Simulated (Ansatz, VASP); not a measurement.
## BaZrO3: VASP beside Ansatz

Contents of INCAR:

```
SYSTEM = BaZrO3
PREC = Accurate
ENCUT = 520
EDIFF = 1E-6
ISMEAR = 0
SIGMA = 0.01
LREAL = .False.
LASPH = .True.
NELM = 80
ALGO = Normal
ISIF = 2
LWAVE = .False.
LCHARG = .False.
GGA = PE
NBANDS = 28
```

Contents of KPOINTS:

```
regular mesh
0
Gamma
  6 6 6
  0 0 0
```

File POSCAR:

```
BaZrO3
1.0
    4.2869407844      0.0000000000      0.0000000000
    0.0000000000      4.2869407844      0.0000000000
    0.0000000000      0.0000000000      4.2869407844
Ba Zr O
1 1 3
Direct
    0.0000000000      0.0000000000      0.0000000000
    0.5000000000      0.5000000000      0.5000000000
    0.0000000000      0.5000000000      0.5000000000
    0.5000000000      0.0000000000      0.5000000000
    0.5000000000      0.5000000000      0.0000000000
```

Input for Ansatz:

```yaml
crystal:
  lattice:
    - [4.286940784438095, 0.0, 0.0]
    - [0.0, 4.286940784438095, 0.0]
    - [0.0, 0.0, 4.286940784438095]
  atoms:
    - { symbol: Ba, position: [0.0, 0.0, 0.0] }
    - { symbol: Zr, position: [0.5, 0.5, 0.5] }
    - { symbol: O, position: [0.0, 0.5, 0.5] }
    - { symbol: O, position: [0.5, 0.0, 0.5] }
    - { symbol: O, position: [0.5, 0.5, 0.0] }
basis:
  ecutwfc: 470.0
kpoints:
  mp_grid:
    grid: [6, 6, 6]
hamiltonian:
  xc: pbe
scf:
  occupations:
    method: fixed
output:
  stress: true
```

Alike in both runs: task single point; functional PBE; k mesh 6 × 6 × 6; no spin polarisation.

|  | VASP | Ansatz |
| --- | --- | --- |
| version | VASP 6.6.1 | Ansatz 0.2.0 |
| potentials or method | VASP PAW PBE potentials, release 64 (Ba_sv, Zr_sv, O), cutoff 520 eV | plane waves, PAW |
| occupations | gaussian, width 0.01 eV | fixed |
| valence electrons in the cell | 40 | 40 |

VASP gave:

```
pressure (GPa) : -5.0
```

Task: Estimate Ansatz's values.

Result: Pressure (GPa): -5.7.

Neither program's run includes spin-orbit coupling.
